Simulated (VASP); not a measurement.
# TiTe2 (P4/nmm) in VASP: notebook

The runs below take TiTe2 through single point, relaxation of cell and atoms, with PBE.

All numbers are computed with VASP 6.6.1; they aren't measurements. Logs are shortened: lines on timing, memory, paths and dates and some standing lists are left out, and cuts for length are marked.

## (1) The cell of the first run

It takes space group P4/nmm (No. 129, tetragonal). Conventional cell: a = 4.518 Å, b = 4.518 Å, c = 7.451 Å, α = 90.00°, β = 90.00°, γ = 90.00°. Within 3.8 Å of Ti (site symmetry 4mm) lie 9 Te at 2.85 to 3.37 Å. Te (site symmetry -4m2) has 4 Ti at 2.87 Å and 8 Te at 3.19 to 3.62 Å within 3.8 Å. Within 3.8 Å of Te (site symmetry 4mm) lie 5 Ti at 2.85 to 3.37 Å and 8 Te at 3.62 to 3.66 Å.

## (2) Single point, PBE

The input, INCAR:

```
PREC = Accurate ; ENCUT = 520
EDIFF = 1E-6 ; ISMEAR = 0
SIGMA = 0.1 ; LREAL = False
LASPH = True ; NELM = 60
ALGO = Normal ; ISIF = 2
LWAVE = False ; LCHARG = False
GGA = PE ; NBANDS = 33
```

The input, KPOINTS:

```
Automatic mesh
0
Gamma
  8 8 6
```

The input, POSCAR:

```
TiTe2
1.0
    4.5179663738      0.0000000000      0.0000000000
    0.0000000000      4.5179663738      0.0000000000
    0.0000000000      0.0000000000      7.4513234898
Ti Te
2 4
Direct
    0.0000000000      0.5000000000      0.7624926030
    0.5000000000      0.0000000000      0.2375073970
    0.0000000000      0.0000000000      0.0000000000
    0.5000000000      0.5000000000      0.0000000000
    0.0000000000      0.5000000000      0.3798326599
    0.5000000000      0.0000000000      0.6201673401
```

Potentials or basis: VASP PAW PBE potentials, release 64 (Ti_sv, Te).

Command:

```bash
$ cat potpaw_PBE.64/Ti_sv/POTCAR potpaw_PBE.64/Te/POTCAR > POTCAR
$ mpirun -np 1 vasp_std > vasp.out
```

OUTCAR:

```text
PREC = Accurate
   ENCUT = 520
   EDIFF = 1E-6
   ISMEAR = 0
   LREAL = False
   LASPH = True
   NELM = 60
   ISIF = 2
   GGA = PE

 ion  position               nearest neighbor table
   1  0.000  0.500  0.762-   5 2.85   4 2.87   3 2.87   3 2.87   4 2.87
   2  0.500  0.000  0.238-   6 2.85   4 2.87   3 2.87   4 2.87   3 2.87
   3  0.000  0.000  0.000-   1 2.87   2 2.87   1 2.87   2 2.87   4 3.19   4 3.19   4 3.19   4 3.19
                             5 3.62   6 3.62   6 3.62   5 3.62
   4  0.500  0.500  0.000-   1 2.87   2 2.87   2 2.87   1 2.87   3 3.19   3 3.19   3 3.19   3 3.19
                             5 3.62   6 3.62   5 3.62   6 3.62
   5  0.000  0.500  0.380-   1 2.85   3 3.62   4 3.62   3 3.62   4 3.62   6 3.66   6 3.66   6 3.66
                             6 3.66
   6  0.500  0.000  0.620-   2 2.85   3 3.62   4 3.62   4 3.62   3 3.62   5 3.66   5 3.66   5 3.66
                             5 3.66

  LATTYP: Found a simple tetragonal cell.
 ALAT       =     4.5179663738
 C/A-ratio  =     1.6492649288

  Lattice vectors:

 A1 = (   4.5179663738,   0.0000000000,   0.0000000000)
 A2 = (   0.0000000000,   4.5179663738,   0.0000000000)
 A3 = (   0.0000000000,   0.0000000000,   7.4513234898)

Analysis of symmetry for initial positions (statically):
=====================================================================
 Subroutine PRICEL returns:
 Original cell was already a primitive cell.

 Routine SETGRP: Setting up the symmetry group for a
 simple tetragonal supercell.

 Subroutine GETGRP returns: Found 16 space group operations
 (whereof  8 operations were pure point group operations)
 out of a pool of 16 trial point group operations.

The static configuration has the point symmetry D_2d.
 The point group associated with its full space group is D_4h.

Analysis of symmetry for dynamics (positions and initial velocities):
=====================================================================
 Subroutine PRICEL returns:
 Original cell was already a primitive cell.

 Routine SETGRP: Setting up the symmetry group for a
 simple tetragonal supercell.

 Subroutine GETGRP returns: Found 16 space group operations
 (whereof  8 operations were pure point group operations)
 out of a pool of 16 trial point group operations.

The dynamic configuration has the point symmetry D_2d.
 The point group associated with its full space group is D_4h.

 Subroutine INISYM returns: Found 16 space group operations
 (whereof  8 operations are pure point group operations),
 and found     1 'primitive' translations

----------------------------------------------------------------------------------------

                                     Primitive cell

  volume of cell :     152.0966

  direct lattice vectors                    reciprocal lattice vectors
     4.517966374  0.000000000  0.000000000     0.221338522  0.000000000  0.000000000
     0.000000000  4.517966374  0.000000000     0.000000000  0.221338522  0.000000000
     0.000000000  0.000000000  7.451323490     0.000000000  0.000000000  0.134204347

  length of vectors
     4.517966374  4.517966374  7.451323490     0.221338522  0.221338522  0.134204347

  position of ions in fractional coordinates (direct lattice)
     0.000000000  0.500000000  0.762492603
     0.500000000  0.000000000  0.237507397
     0.000000000  0.000000000  0.000000000
     0.500000000  0.500000000  0.000000000
     0.000000000  0.500000000  0.379832660
     0.500000000  0.000000000  0.620167340

  ion indices of the primitive-cell ions
   primitive index   ion index
                 1           1
                 2           2
                 3           3
                 4           4
                 5           5
                 6           6

----------------------------------------------------------------------------------------

 KPOINTS: Automatic mesh

Automatic generation of k-mesh.
 Grid dimensions read from file:
 generate k-points for:    8    8    6

 Generating k-lattice:

  Cartesian coordinates                     Fractional coordinates (reciprocal lattice)
     0.027667315  0.000000000  0.000000000     0.125000000  0.000000000  0.000000000
     0.000000000  0.027667315  0.000000000     0.000000000  0.125000000  0.000000000
     0.000000000  0.000000000  0.022367391     0.000000000  0.000000000  0.166666667

  Length of vectors
     0.027667315  0.027667315  0.022367391

  Shift w.r.t. Gamma in fractional coordinates (k-lattice)
     0.000000000  0.000000000  0.000000000

 Subroutine IBZKPT returns following result:
 ===========================================

 Found     60 irreducible k-points:

 Following reciprocal coordinates:
            Coordinates               Weight
  0.000000  0.000000  0.000000      1.000000
  0.125000  0.000000  0.000000      4.000000
  0.250000  0.000000  0.000000      4.000000
  0.375000  0.000000  0.000000      4.000000
  0.500000  0.000000  0.000000      2.000000
  0.125000  0.125000  0.000000      4.000000
[... 16 lines left out ...]
  0.375000  0.125000  0.166667     16.000000
  0.500000  0.125000  0.166667      8.000000
 [... further k-points ...]
   k-points           NKPTS =     60   k-points in BZ     NKDIM =     60   number of bands    NBANDS=     33
   number of dos      NEDOS =    301   number of ions     NIONS =      6
   total plane-waves  NPLWV =  72576
   dimension x,y,z NGX =    36 NGY =   36 NGZ =   56
   dimension x,y,z NGXF=    72 NGYF=   72 NGZF=  112
   ions per type =               2   4
   NGX,Y,Z   is equivalent  to a cutoff of  13.25, 13.25, 12.49 a.u.
   NGXF,Y,Z  is equivalent  to a cutoff of  26.49, 26.49, 24.99 a.u.
 SYSTEM =  unknown system
   PREC   = accura    normal or accurate (medium, high low for compatibility)
   ISTART =      0    job   : 0-new  1-cont  2-samecut
   ICHARG =      2    charge: 1-file 2-atom 10-const
   ISPIN  =      1    spin polarized calculation?
   LNONCOLLINEAR =      F non collinear calculations
   LSORBIT =      F    spin-orbit coupling
   LASPH  =      T    aspherical Exc in radial PAW
   ENCUT  =  520.0 eV  38.22 Ry    6.18 a.u.   8.40  8.40 13.85*2*pi/ulx,y,z
   NELM   =     60;   NELMIN=  2; NELMDL= -5     # of ELM steps
   EDIFF  = 0.1E-05   stopping-criterion for ELM
   LREAL  =      F    real-space projection
   EDIFFG = 0.1E-04   stopping-criterion for IOM
   NSW    =      0    number of steps for IOM
   IBRION =     -1    ionic relax: 0-MD 1-quasi-New 2-CG
   NFREE  =      0    steps in history (QN), initial steepest desc. (CG)
   ISIF   =      2    stress and relaxation
   ISYM   =      2    0-nonsym 1-usesym 2-fastsym
   POTIM  = 0.5000    time-step for ionic-motion
   TEBEG  =    0.0;   TEEND  =   0.0 temperature during run
   PSTRESS=    0.0 pullay stress
   NELECT =      48.0000    total number of electrons
   NUPDOWN=      -1.0000    fix difference up-down
   EMIN   =  10.00;   EMAX   =-10.00  energy-range for DOS
   EFERMI =   0.00;   METHOD = LEGACY
   ISMEAR =     0;   SIGMA  =   0.10  broadening in eV -4-tet -1-fermi 0-gaus
   EFERMI_NEDOS =   21; number of points for ismear=-14 and -15
   IALGO  =     38    algorithm
   IMIX   =      4    mixing-type and parameters
     AMIX     =   0.40;   BMIX     =  1.00
     AMIX_MAG =   1.60;   BMIX_MAG =  1.00
  volume/ion in A,a.u.               =      25.35       171.07
  Fermi-wavevector in a.u.,A,eV,Ry     =   1.114591  2.106271 16.902689  1.242313
  Thomas-Fermi vector in A             =   2.251187
   LORBIT       =      0    0 simple, 1 ext, 2 COOP (PROOUT), +10 PAW based schemes
   GGA     = PE    functional components
   LHFCALC =     F    Hartree Fock is set to
   AEXX    =    0.0000 exact exchange contribution
   IVDW    =     0    specifies the selected vdW correction
   LEPSILON=     F    determine dielectric tensor
   LRPA    =     F    only Hartree local field effects (RPA)
 non-spin polarized calculation
 Gauss-broadening in eV      SIGMA  =   0.10
  energy-cutoff  :      520.00
  volume of cell :      152.10
 maximum number of plane-waves:      4116
 NGX is ok and might be reduce to    36
   NGX = 17   NGY = 17   NGZ = 27

 number of electron      48.0000004 magnetization

 Free energy of the ion-electron system (eV)
  ---------------------------------------------------
  ext. energy  EPLUGINS =         0.00000000
  ---------------------------------------------------
  free energy    TOTEN  =       -30.14880638 eV

  energy without entropy =      -30.13842180  energy(sigma->0) =      -30.14361409

 E-fermi :   8.0576     XC(G=0): -10.1938

 val. band max:        8.0490344949   @ k =   0.3750   0.3750   0.0000
 cond. band min:       8.0623622883   @ k =   0.0000   0.0000   0.0000
 fundamental gap:      0.0133277935
 Fermi energy:         8.0576490976

 k-point     1 :       0.0000    0.0000    0.0000
  band No.  band energies     occupation
      1     -49.6586      2.00000
      2     -49.6584      2.00000
      3     -25.9271      2.00000
      4     -25.9216      2.00000
      5     -25.9149      2.00000
      6     -25.9149      2.00000
[... 25 lines left out ...]
     32      10.2266      0.00000
     33      10.2933      0.00000

 k-point     2 :       0.1250    0.0000    0.0000
  band No.  band energies     occupation
      1     -49.6585      2.00000
      2     -49.6584      2.00000
      3     -25.9268      2.00000
      4     -25.9217      2.00000
      5     -25.9155      2.00000
      6     -25.9148      2.00000
[... 25 lines left out ...]
     32      10.0721      0.00000
     33      10.1721      0.00000

 k-point     3 :       0.2500    0.0000    0.0000
  band No.  band energies     occupation
      1     -49.6585      2.00000
      2     -49.6583      2.00000
      3     -25.9261      2.00000
      4     -25.9221      2.00000
      5     -25.9167      2.00000
      6     -25.9156      2.00000
[... 25 lines left out ...]
     32       9.9396      0.00000
     33      10.3009      0.00000

 k-point     4 :       0.3750    0.0000    0.0000
  band No.  band energies     occupation
      1     -49.6584      2.00000
      2     -49.6583      2.00000
      3     -25.9250      2.00000
      4     -25.9228      2.00000
      5     -25.9178      2.00000
      6     -25.9171      2.00000
[... 673 lines left out ...]
     32      10.1140      0.00000
     33      10.3475      0.00000

 k-point    23 :       0.3750    0.1250    0.1667
  band No.  band energies     occupation
      1     -49.6584      2.00000
      2     -49.6583      2.00000
      3     -25.9248      2.00000
      4     -25.9230      2.00000
      5     -25.9177      2.00000
      6     -25.9171      2.00000
[... 25 lines left out ...]
     32       9.9829      0.00000
     33      10.3872      0.00000

 k-point    24 :       0.5000    0.1250    0.1667
  band No.  band energies     occupation
      1     -49.6583      2.00000
      2     -49.6583      2.00000
      3     -25.9239      2.00000
      4     -25.9239      2.00000
      5     -25.9179      2.00000
      6     -25.9179      2.00000
[... 25 lines left out ...]
     32       9.7527      0.00000
     33      10.4452      0.00000

 [... further k-points ...]
[... 5 lines left out ...]
  --------------------------------------------------------------------------------------
  -------------------------------------------------------------------------------------
  Total       -0.0317609     -0.0317609     -0.0013861      0.0000000      0.0000000      0.0000000
  in kB       -0.3345675     -0.3345675     -0.0146007      0.0000000      0.0000000      0.0000000
  external PRESSURE =      -0.2279119 kB  Pullay stress =       0.0000000 kB

 VOLUME and BASIS-vectors are now :
 -----------------------------------------------------------------------------
  energy-cutoff  :      520.00
  volume of cell :      152.10
      direct lattice vectors                 reciprocal lattice vectors
     4.517966374  0.000000000  0.000000000     0.221338522  0.000000000  0.000000000
     0.000000000  4.517966374  0.000000000     0.000000000  0.221338522  0.000000000
     0.000000000  0.000000000  7.451323490     0.000000000  0.000000000  0.134204347

 POSITION                                       TOTAL-FORCE (eV/Angst)
 -----------------------------------------------------------------------------------
      0.00000      2.25898      5.68158        -0.000000     -0.000000     -0.013802
      2.25898      0.00000      1.76974         0.000000     -0.000000      0.013802
      0.00000      0.00000      0.00000        -0.000000      0.000000      0.000000
      2.25898      2.25898      0.00000        -0.000000     -0.000000      0.000000
      0.00000      2.25898      2.83026        -0.000000      0.000000     -0.005567
      2.25898      0.00000      4.62107        -0.000000     -0.000000      0.005567
 -----------------------------------------------------------------------------------
    total drift:                                0.000000      0.000000      0.000000

  FREE ENERGIE OF THE ION-ELECTRON SYSTEM (eV)
  ---------------------------------------------------
  free  energy   TOTEN  =       -30.1488063817 eV

  energy  without entropy=      -30.1384218013  energy(sigma->0) =      -30.14361409
```

It took 5.5 min on 1 thread of Intel Xeon 6975P-C, shared host; peak memory 0.42 GiB.

Results:

```
Free energy            : -30.1488 eV
Pressure               : 0.0 GPa
Largest force          : 0.014 eV/Å
Band gap on the k mesh : zero (band 24 reaches 8.11 eV, above the bottom of band 25 at 8.06 eV)
```

Forces on the atoms (eV/Å):
```
Ti   0.000  0.000 -0.014
Ti   0.000  0.000  0.014
Te   0.000  0.000  0.000
Te   0.000  0.000  0.000
Te   0.000  0.000 -0.006
Te   0.000  0.000  0.006
```

Levels at points of the mesh, in eV from the Fermi level:
```csv
k point,band 20,band 21,band 22,band 23,band 24,band 25,band 26,band 27,band 28,band 29
"(0.00, 0.00, 0.00)",-0.97,-0.84,-0.84,-0.52,-0.52,0.00,0.03,0.21,0.26,0.53
"(0.50, 0.00, 0.00)",-1.98,-1.93,-1.93,-1.53,-1.53,0.38,0.38,0.62,0.62,1.14
"(0.50, 0.50, 0.00)",-3.01,-0.75,-0.75,-0.11,-0.11,0.30,0.30,0.87,0.87,1.41
"(0.00, 0.00, 0.50)",-2.01,-0.49,-0.49,-0.36,-0.36,0.06,0.20,0.20,0.47,0.96
"(0.50, 0.00, 0.50)",-2.60,-1.66,-1.66,-0.79,-0.79,0.37,0.37,0.51,0.51,1.45
"(0.50, 0.50, 0.50)",-2.25,-1.45,-1.45,-0.11,-0.11,0.42,0.42,0.62,0.62,1.13
```

Caveat: spin-orbit coupling is left out, which moves the levels of the heavy elements.

## (3) Relaxation of cell and atoms, PBE

This run uses another cell than the first one, of 25.26 Å³/atom, 0.996 times its volume.

The input, INCAR:

```
SYSTEM = TiTe2
PREC     = Accurate       ! precision mode
ENCUT    = 600            ! plane-wave cutoff, eV
EDIFF    = 1E-7           ! SCF threshold, eV
ISMEAR   = 0              ! smearing method
SIGMA    = 0.1            ! smearing width, eV
LREAL    = .False.        ! projectors in reciprocal space
LASPH    = .True.         ! aspherical terms in the spheres
NELM     = 60             ! most SCF steps
ALGO     = Normal         ! electronic algorithm
ISIF     = 3              ! what is computed and relaxed
LWAVE    = .False.        ! write WAVECAR
LCHARG   = .False.        ! write CHGCAR
GGA      = PE             ! functional
IBRION   = 2              ! ionic algorithm
NSW      = 100            ! ionic steps
EDIFFG   = -0.01          ! ionic threshold
```

The input, KPOINTS:

```
regular mesh
0
Gamma
  8 8 6
  0 0 0
```

The input, POSCAR:

```
TiTe2
1.0
    4.5061898410      0.0000000000      0.0000000000
    0.0000000000      4.5061898410      0.0000000000
    0.0000000000      0.0000000000      7.4634368694
Ti Te
2 4
Direct
    0.0000000000      0.5000000000      0.7625010417
    0.5000000000      0.0000000000      0.2374989583
    0.0000000000      0.0000000000      0.0000000000
    0.5000000000      0.5000000000      0.0000000000
    0.0000000000      0.5000000000      0.3790790946
    0.5000000000      0.0000000000      0.6209209054
```

Potentials or basis: VASP PAW PBE potentials, release 64 (Ti_sv, Te).

Command:

```bash
$ cat potpaw_PBE.64/Ti_sv/POTCAR potpaw_PBE.64/Te/POTCAR > POTCAR
$ mpirun -np 1 vasp_std > vasp.out
```

Run time: 6 min. Hardware: 1 thread of Intel Xeon 6975P-C (Granite Rapids), shared host; peak memory 0.47 GiB.

The run converged. Its results:

```yaml
Free_energy: -30.1489 eV
Relaxed_volume: 25.31 Å³/atom
Relaxed_cell: a = 4.514 Å, b = 4.514 Å, c = 7.456 Å, α = 90.00°, β = 90.00°, γ = 90.00°
Space_group_after_relaxing_to_0.05_Å: P4/nmm (No. 129)
Energy_gained_by_relaxing: 0.1 meV/atom
Ionic_steps: 4
Pressure_after_relaxing: 0.0 GPa
Largest_force_after_relaxing: 0.009 eV/Å
Band_gap_on_the_k_mesh: zero (band 24 reaches 8.14 eV, above the bottom of band 25 at 8.08 eV)
```

Forces on the atoms (eV/Å):
```
Ti   0.000  0.000  0.009
Ti   0.000  0.000 -0.009
Te   0.000  0.000  0.000
Te   0.000  0.000  0.000
Te   0.000  0.000  0.001
Te   0.000  0.000 -0.001
```

Step by step:
```tsv
step	energy change (eV)	largest force (eV/Å)	pressure (GPa)	volume (Å³)
1	0.0000	0.0603	0.14	151.55
2	-0.0005	0.0196	-0.08	152.04
3	-0.0005	0.0196	-0.08	152.04
4	-0.0007	0.0091	0.01	151.89
```

Final structure:
```
CELL_PARAMETERS angstrom
4.51351 0.00000 0.00000
0.00000 4.51351 0.00000
0.00000 0.00000 7.45574
ATOMIC_POSITIONS crystal
Ti 0.00000 0.50000 0.76194
Ti 0.50000 0.00000 0.23806
Te 0.00000 0.00000 0.00000
Te 0.50000 0.50000 0.00000
Te 0.00000 0.50000 0.37950
Te 0.50000 0.00000 0.62050
```

Levels at points of the mesh, in eV from the Fermi level:
```tsv
k point	band 21	band 22	band 23	band 24	band 25	band 26	band 27	band 28
(0.00, 0.00, 0.00)	-0.84	-0.84	-0.53	-0.53	0.00	0.02	0.20	0.26
(0.50, 0.00, 0.00)	-1.94	-1.94	-1.54	-1.54	0.38	0.38	0.61	0.61
(0.50, 0.50, 0.00)	-0.76	-0.76	-0.10	-0.10	0.30	0.30	0.87	0.87
(0.00, 0.00, 0.50)	-0.49	-0.49	-0.37	-0.37	0.06	0.19	0.20	0.46
(0.50, 0.00, 0.50)	-1.67	-1.67	-0.79	-0.79	0.37	0.37	0.51	0.51
(0.50, 0.50, 0.50)	-1.47	-1.47	-0.10	-0.10	0.42	0.42	0.62	0.62
```

Caveat: spin-orbit coupling is left out, which moves the levels of the heavy elements.
